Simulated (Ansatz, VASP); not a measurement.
**Hf2NO: VASP beside Ansatz**

INCAR

```
ALGO = Normal ; EDIFF = 1E-6
ENCUT = 520 ; GGA = PE
ISIF = 2 ; ISMEAR = 0
LASPH = T ; LCHARG = F
LREAL = F ; LWAVE = F
NBANDS = 41 ; NELM = 60
PREC = Accurate ; SIGMA = 0.2
```

Contents of KPOINTS:

```
k-points
0
Gamma
  6 6 4
```

Contents of POSCAR:

```
Hf2NO
1.0
    3.2244755746      0.0000000000      0.0000000000
    0.0000000000      3.2244755746      0.0000000000
    0.0000000000      0.0000000000      9.1100769697
Hf N O
4 2 2
Direct
    0.0000000000      0.0000000000      0.2500000000
    0.0000000000      0.0000000000      0.7500000000
    0.5000000000      0.5000000000      0.0000000000
    0.5000000000      0.5000000000      0.5000000000
    0.0000000000      0.0000000000      0.0000000000
    0.0000000000      0.0000000000      0.5000000000
    0.5000000000      0.5000000000      0.2500000000
    0.5000000000      0.5000000000      0.7500000000
```

Input for Ansatz:

```yaml
crystal:
  lattice:
    - [3.2244755746, 0.0, 0.0]
    - [0.0, 3.2244755746, 0.0]
    - [0.0, 0.0, 9.1100769697]
  atoms:
    - { symbol: Hf, position: [0.0, 0.0, 0.25] }
    - { symbol: Hf, position: [0.0, 0.0, 0.75] }
    - { symbol: Hf, position: [0.5, 0.5, 0.0] }
    - { symbol: Hf, position: [0.5, 0.5, 0.5] }
    - { symbol: "N", position: [0.0, 0.0, 0.0] }
    - { symbol: "N", position: [0.0, 0.0, 0.5] }
    - { symbol: O, position: [0.5, 0.5, 0.25] }
    - { symbol: O, position: [0.5, 0.5, 0.75] }
basis:
  ecutwfc: 420
kpoints:
  mp_grid: { grid: [6, 6, 4] }
hamiltonian:
  xc: pbe
scf:
  occupations: { method: gaussian, width: 0.2 }
  lower_state_search: "off"
output:
  forces: true
  stress: true
  eigenvalues: true
```

Alike in both runs: task single point; functional PBE; k mesh 6 × 6 × 4; occupations gaussian, width 0.2 eV; no spin polarisation.

```csv
,VASP,Ansatz
version,VASP 6.6.1,Ansatz 0.2.0
potentials or method,"VASP PAW PBE potentials, release 64 (Hf_pv, N, O), cutoff 520 eV","scalar-relativistic, plane waves, PAW"
valence electrons in the cell,62,126
```

```tsv
	VASP	Ansatz	Ansatz less VASP
gap on the k mesh at the Fermi level (eV)	none	none	-
pressure (GPa)	-2.6	0.2	+2.79
traceless stress, the component that is largest in VASP (GPa)	-0.57	-0.51	+0.054
```

A gap of «none» marks a metal or a gap that the smearing closes. VASP's potentials hold 62 valence electrons a cell and Ansatz's 126, so a difference there can come from the potentials and not from the codes.

Spin-orbit coupling is off throughout.
